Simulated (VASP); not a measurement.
# SiC (F-43m) in VASP: settings compared

Aim: see how the results for SiC move with the level of theory and the settings. Levels: PBEsol, r2SCAN+rVV10. Tasks: single point.

Everything below comes from runs of VASP 6.6.1. Logs are shortened: lines on timing, memory, paths and dates and some standing lists are left out, and cuts for length are marked.

## 1. The cell of the first run

It takes space group F-43m (No. 216, cubic). Conventional cell: a = 4.357 Å, b = 4.357 Å, c = 4.357 Å, α = 90.00°, β = 90.00°, γ = 90.00°. Within 2.5 Å of Si (site symmetry -43m) lie 4 C at 1.89 Å. C (site symmetry -43m) has 4 Si at 1.89 Å within 2.5 Å.

## 2. Single point, PBEsol

File INCAR:

```
ALGO = Normal
EDIFF = 1E-7
ENCUT = 520
GGA = PS
ISIF = 2
ISMEAR = -1
LASPH = True
LCHARG = True
LELF = True
LREAL = False
LVHAR = True
LWAVE = False
NBANDS = 11
NELM = 60
PREC = Accurate
SIGMA = 0.03
```

File KPOINTS:

```
k-points
0
Gamma
  8 8 8
```

File POSCAR:

```
SiC
1.0
    0.0000000000      2.1783421363      2.1783421363
    2.1783421363      0.0000000000      2.1783421363
    2.1783421363      2.1783421363      0.0000000000
Si C
1 1
Direct
    0.0000000000      0.0000000000      0.0000000000
    0.2500000000      0.2500000000      0.2500000000
```

Potentials or basis: VASP PAW PBE potentials, release 64 (Si, C).

On the command line:

```bash
$ cat potpaw_PBE.64/Si/POTCAR potpaw_PBE.64/C/POTCAR > POTCAR
$ mpirun -np 1 vasp_std > vasp.out
```

OUTCAR:

```text
EDIFF = 1E-7
   ENCUT = 520
   GGA = PS
   ISIF = 2
   ISMEAR = -1
   LASPH = True
   LREAL = False
   NELM = 60
   PREC = Accurate

 ion  position               nearest neighbor table
   1  0.000  0.000  0.000-   2 1.89   2 1.89   2 1.89   2 1.89
   2  0.250  0.250  0.250-   1 1.89   1 1.89   1 1.89   1 1.89

  LATTYP: Found a face centered cubic cell.
 ALAT       =     4.3566842726

  Lattice vectors:

 A1 = (   0.0000000000,   2.1783421363,   2.1783421363)
 A2 = (   2.1783421363,   0.0000000000,   2.1783421363)
 A3 = (   2.1783421363,   2.1783421363,   0.0000000000)

Analysis of symmetry for initial positions (statically):
=====================================================================
 Subroutine PRICEL returns:
 Original cell was already a primitive cell.

 Routine SETGRP: Setting up the symmetry group for a
 face centered cubic supercell.

 Subroutine GETGRP returns: Found 24 space group operations
 (whereof 24 operations were pure point group operations)
 out of a pool of 48 trial point group operations.

The static configuration has the point symmetry T_d .

Analysis of symmetry for dynamics (positions and initial velocities):
=====================================================================
 Subroutine PRICEL returns:
 Original cell was already a primitive cell.

 Routine SETGRP: Setting up the symmetry group for a
 face centered cubic supercell.

 Subroutine GETGRP returns: Found 24 space group operations
 (whereof 24 operations were pure point group operations)
 out of a pool of 48 trial point group operations.

The dynamic configuration has the point symmetry T_d .

 Subroutine INISYM returns: Found 24 space group operations
 (whereof 24 operations are pure point group operations),
 and found     1 'primitive' translations

----------------------------------------------------------------------------------------

                                     Primitive cell

  volume of cell :      20.6732

  direct lattice vectors                    reciprocal lattice vectors
     0.000000000  2.178342136  2.178342136    -0.229532355  0.229532355  0.229532355
     2.178342136  0.000000000  2.178342136     0.229532355 -0.229532355  0.229532355
     2.178342136  2.178342136  0.000000000     0.229532355  0.229532355 -0.229532355

  length of vectors
     3.080640993  3.080640993  3.080640993     0.397561700  0.397561700  0.397561700

  position of ions in fractional coordinates (direct lattice)
     0.000000000  0.000000000  0.000000000
     0.250000000  0.250000000  0.250000000

  ion indices of the primitive-cell ions
   primitive index   ion index
                 1           1
                 2           2

----------------------------------------------------------------------------------------

 KPOINTS: k-points

Automatic generation of k-mesh.
 Grid dimensions read from file:
 generate k-points for:    8    8    8

 Generating k-lattice:

  Cartesian coordinates                     Fractional coordinates (reciprocal lattice)
    -0.028691544  0.028691544  0.028691544     0.125000000  0.000000000  0.000000000
     0.028691544 -0.028691544  0.028691544     0.000000000  0.125000000  0.000000000
     0.028691544  0.028691544 -0.028691544     0.000000000  0.000000000  0.125000000

  Length of vectors
     0.049695213  0.049695213  0.049695213

  Shift w.r.t. Gamma in fractional coordinates (k-lattice)
     0.000000000  0.000000000  0.000000000

 Subroutine IBZKPT returns following result:
 ===========================================

 Found     29 irreducible k-points:

 Following reciprocal coordinates:
            Coordinates               Weight
  0.000000  0.000000  0.000000      1.000000
  0.125000  0.000000  0.000000      8.000000
  0.250000  0.000000  0.000000      8.000000
  0.375000  0.000000  0.000000      8.000000
  0.500000  0.000000  0.000000      4.000000
  0.125000  0.125000  0.000000      6.000000
[... 16 lines left out ...]
  0.500000  0.250000  0.125000     48.000000
 -0.375000  0.250000  0.125000     24.000000
 [... further k-points ...]
   k-points           NKPTS =     29   k-points in BZ     NKDIM =     29   number of bands    NBANDS=     11
   number of dos      NEDOS =    301   number of ions     NIONS =      2
   total plane-waves  NPLWV =  13824
   dimension x,y,z NGX =    24 NGY =   24 NGZ =   24
   dimension x,y,z NGXF=    48 NGYF=   48 NGZF=   48
   ions per type =               1   1
   NGX,Y,Z   is equivalent  to a cutoff of  12.95, 12.95, 12.95 a.u.
   NGXF,Y,Z  is equivalent  to a cutoff of  25.90, 25.90, 25.90 a.u.
 SYSTEM =  unknown system
   PREC   = accura    normal or accurate (medium, high low for compatibility)
   ISTART =      0    job   : 0-new  1-cont  2-samecut
   ICHARG =      2    charge: 1-file 2-atom 10-const
   ISPIN  =      1    spin polarized calculation?
   LNONCOLLINEAR =      F non collinear calculations
   LSORBIT =      F    spin-orbit coupling
   LASPH  =      T    aspherical Exc in radial PAW
   ENCUT  =  520.0 eV  38.22 Ry    6.18 a.u.   5.73  5.73  5.73*2*pi/ulx,y,z
   NELM   =     60;   NELMIN=  2; NELMDL= -5     # of ELM steps
   EDIFF  = 0.1E-06   stopping-criterion for ELM
   LREAL  =      F    real-space projection
   EDIFFG = 0.1E-05   stopping-criterion for IOM
   NSW    =      0    number of steps for IOM
   IBRION =     -1    ionic relax: 0-MD 1-quasi-New 2-CG
   NFREE  =      0    steps in history (QN), initial steepest desc. (CG)
   ISIF   =      2    stress and relaxation
   ISYM   =      2    0-nonsym 1-usesym 2-fastsym
   POTIM  = 0.5000    time-step for ionic-motion
   TEBEG  =    0.0;   TEEND  =   0.0 temperature during run
   PSTRESS=    0.0 pullay stress
   NELECT =       8.0000    total number of electrons
   NUPDOWN=      -1.0000    fix difference up-down
   EMIN   =  10.00;   EMAX   =-10.00  energy-range for DOS
   EFERMI =   0.00;   METHOD = LEGACY
   ISMEAR =    -1;   SIGMA  =   0.03  broadening in eV -4-tet -1-fermi 0-gaus
   EFERMI_NEDOS =   21; number of points for ismear=-14 and -15
   IALGO  =     38    algorithm
   IMIX   =      4    mixing-type and parameters
     AMIX     =   0.40;   BMIX     =  1.00
     AMIX_MAG =   1.60;   BMIX_MAG =  1.00
  volume/ion in A,a.u.               =      10.34        69.75
  Fermi-wavevector in a.u.,A,eV,Ry     =   1.192986  2.254417 19.364029  1.423216
  Thomas-Fermi vector in A             =   2.329011
   LORBIT       =      0    0 simple, 1 ext, 2 COOP (PROOUT), +10 PAW based schemes
   GGA     = PS    functional components
   LHFCALC =     F    Hartree Fock is set to
   AEXX    =    0.0000 exact exchange contribution
   IVDW    =     0    specifies the selected vdW correction
   LEPSILON=     F    determine dielectric tensor
   LRPA    =     F    only Hartree local field effects (RPA)
 non-spin polarized calculation
  energy-cutoff  :      520.00
  volume of cell :       20.67
 maximum number of plane-waves:       568
   NGX = 11   NGY = 11   NGZ = 11

 number of electron       8.0000001 magnetization

 Free energy of the ion-electron system (eV)
  ---------------------------------------------------
  ext. energy  EPLUGINS =         0.00000000
  ---------------------------------------------------
  free energy    TOTEN  =       -15.91380114 eV

  energy without entropy =      -15.91380114  energy(sigma->0) =      -15.91380114

 E-fermi :   8.6967     XC(G=0): -11.5085

 val. band max:        8.0678326764   @ k =   0.0000   0.0000   0.0000
 cond. band min:       9.2998592583   @ k =   0.5000   0.5000   0.0000
 fundamental gap:      1.2320265820
 Fermi energy:         8.6966708948

 k-point     1 :       0.0000    0.0000    0.0000
  band No.  band energies     occupation
      1      -7.3640      2.00000
      2       8.0678      2.00000
      3       8.0678      2.00000
      4       8.0678      2.00000
      5      14.2653      0.00000
      6      15.3156      0.00000
      7      15.3156      0.00000
      8      15.3156      0.00000
      9      22.5285      0.00000
     10      22.5285      0.00000
     11      24.3435      0.00000

 k-point     2 :       0.1250    0.0000    0.0000
  band No.  band energies     occupation
      1      -7.0578      2.00000
      2       6.5744      2.00000
      3       7.8653      2.00000
      4       7.8653      2.00000
      5      14.4885      0.00000
      6      15.6686      0.00000
      7      15.6686      0.00000
      8      15.8514      0.00000
      9      21.2742      0.00000
     10      21.2742      0.00000
     11      23.9215      0.00000

 k-point     3 :       0.2500    0.0000    0.0000
  band No.  band energies     occupation
      1      -6.1617      2.00000
      2       3.7507      2.00000
      3       7.4581      2.00000
      4       7.4581      2.00000
      5      14.0000      0.00000
      6      15.9101      0.00000
      7      15.9101      0.00000
      8      17.3513      0.00000
      9      21.1012      0.00000
     10      21.1012      0.00000
     11      23.0120      0.00000

 k-point     4 :       0.3750    0.0000    0.0000
  band No.  band energies     occupation
      1      -4.7944      2.00000
      2       0.9931      2.00000
      3       7.1302      2.00000
      4       7.1302      2.00000
      5      13.5896      0.00000
      6      15.4686      0.00000
      7      15.4686      0.00000
      8      17.9752      0.00000
      9      23.0999      0.00000
     10      23.0999      0.00000
     11      23.4255      0.00000
[... 239 lines left out ...]
 k-point    22 :       0.3750    0.2500    0.1250
  band No.  band energies     occupation
      1      -5.3823      2.00000
      2       3.5720      2.00000
      3       5.1776      2.00000
      4       6.7840      2.00000
      5      13.3414      0.00000
      6      15.6185      0.00000
      7      16.4642      0.00000
      8      18.0763      0.00000
      9      20.2312      0.00000
     10      23.9761      0.00000
     11      27.3740      0.00000

 k-point    23 :       0.5000    0.2500    0.1250
  band No.  band energies     occupation
      1      -4.0675      2.00000
      2       1.5226      2.00000
      3       4.4391      2.00000
      4       6.1249      2.00000
      5      13.2753      0.00000
      6      15.5843      0.00000
      7      17.1983      0.00000
      8      18.4496      0.00000
      9      21.3702      0.00000
     10      24.4680      0.00000
     11      27.2688      0.00000

 k-point    24 :      -0.3750    0.2500    0.1250
  band No.  band energies     occupation
      1      -3.1018      2.00000
      2       0.1821      2.00000
      3       4.3309      2.00000
      4       5.7829      2.00000
      5      13.2165      0.00000
      6      15.2658      0.00000
      7      18.1567      0.00000
      8      18.9972      0.00000
      9      21.3975      0.00000
     10      24.2004      0.00000
     11      27.2449      0.00000

 [... further k-points ...]
[... 5 lines left out ...]
  --------------------------------------------------------------------------------------
  -------------------------------------------------------------------------------------
  Total        0.0490061      0.0490061      0.0490061      0.0000000      0.0000000      0.0000000
  in kB        3.7979759      3.7979759      3.7979759      0.0000000      0.0000000      0.0000000
  external PRESSURE =       3.7979759 kB  Pullay stress =       0.0000000 kB

 VOLUME and BASIS-vectors are now :
 -----------------------------------------------------------------------------
  energy-cutoff  :      520.00
  volume of cell :       20.67
      direct lattice vectors                 reciprocal lattice vectors
     0.000000000  2.178342136  2.178342136    -0.229532355  0.229532355  0.229532355
     2.178342136  0.000000000  2.178342136     0.229532355 -0.229532355  0.229532355
     2.178342136  2.178342136  0.000000000     0.229532355  0.229532355 -0.229532355

 POSITION                                       TOTAL-FORCE (eV/Angst)
 -----------------------------------------------------------------------------------
      0.00000      0.00000      0.00000        -0.000000     -0.000000     -0.000000
      1.08917      1.08917      1.08917         0.000000      0.000000      0.000000
 -----------------------------------------------------------------------------------
    total drift:                                0.000000      0.000000      0.000000

  FREE ENERGIE OF THE ION-ELECTRON SYSTEM (eV)
  ---------------------------------------------------
  free  energy   TOTEN  =       -15.9138011400 eV

  energy  without entropy=      -15.9138011400  energy(sigma->0) =      -15.91380114
```

It took 14 s on 1 thread of Intel Xeon 8259CL, shared host; peak memory 0.13 GiB.

What came out:

```yaml
Free_energy: -15.9138 eV
Pressure: 0.4 GPa
Band_gap_on_the_k_mesh: 1.23 eV, indirect (least direct gap 4.44 eV)
```

Levels at points of the mesh, in eV from the valence-band top:
| k point | band 2 | band 3 | band 4 | band 5 | band 6 | band 7 |
| --- | --- | --- | --- | --- | --- | --- |
| (0.00, 0.00, 0.00) | 0.00 | 0.00 | 0.00 | 6.20 | 7.25 | 7.25 |
| (0.50, 0.00, 0.00) | -8.60 | -1.06 | -1.06 | 5.38 | 7.14 | 7.14 |
| (0.50, 0.50, 0.00) | -7.84 | -3.21 | -3.21 | 1.23 | 4.20 | 13.96 |

Caveat: the PAW data sets were made with another functional, which shifts forces and pressure a little.

(Part 1 of 2 ends here.)
